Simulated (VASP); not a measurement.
A run of VASP 6.6.1 is set up as follows.

INCAR

```
PREC = Accurate
ENCUT = 520
EDIFF = 1E-6
ISMEAR = -1
SIGMA = 0.02
LREAL = F
LASPH = T
NELM = 80
ALGO = Normal
ISIF = 2
LWAVE = F
LCHARG = F
GGA = PE
IBRION = 2
NSW = 80
EDIFFG = -0.02
```

Contents of KPOINTS:

```
regular mesh
0
Gamma
  5 5 5
```

Contents of POSCAR:

```
CO2
1.0
    3.5161000000      0.0000000000      0.0000000000
    0.0000000000      3.5161000000      0.0000000000
    0.0000000000      0.0000000000      4.1043000000
C O
2 4
Direct
    0.0000000000      0.0000000000      0.0000000000
    0.5000000000      0.5000000000      0.5000000000
    0.2300000000      0.2300000000      0.0000000000
    0.2700000000      0.7300000000      0.5000000000
    0.7700000000      0.7700000000      0.0000000000
    0.7300000000      0.2700000000      0.5000000000
```

Potentials or basis: VASP PAW PBE potentials, release 64 (C, O).

Command:

```console
$ cat potpaw_PBE.64/C/POTCAR potpaw_PBE.64/O/POTCAR > POTCAR
$ mpirun -np 1 vasp_std > vasp.out
```

Question: What does it give for the band gap on the k mesh?

Answer: 5.55 eV, indirect (least direct gap 6.52 eV).

Question: Estimate the energy gained by relaxing.

Answer: 16.3 meV/atom.

Forces in eV/Å, atoms in the order of the input:
```
C    0.000  0.000  0.000
C    0.000  0.000  0.000
O    0.001  0.001  0.000
O   -0.001  0.001  0.000
O   -0.001 -0.001  0.000
O    0.001 -0.001  0.000
```

A k mesh can miss the band edges. As with any semilocal functional, this PBE gap is likely too small.
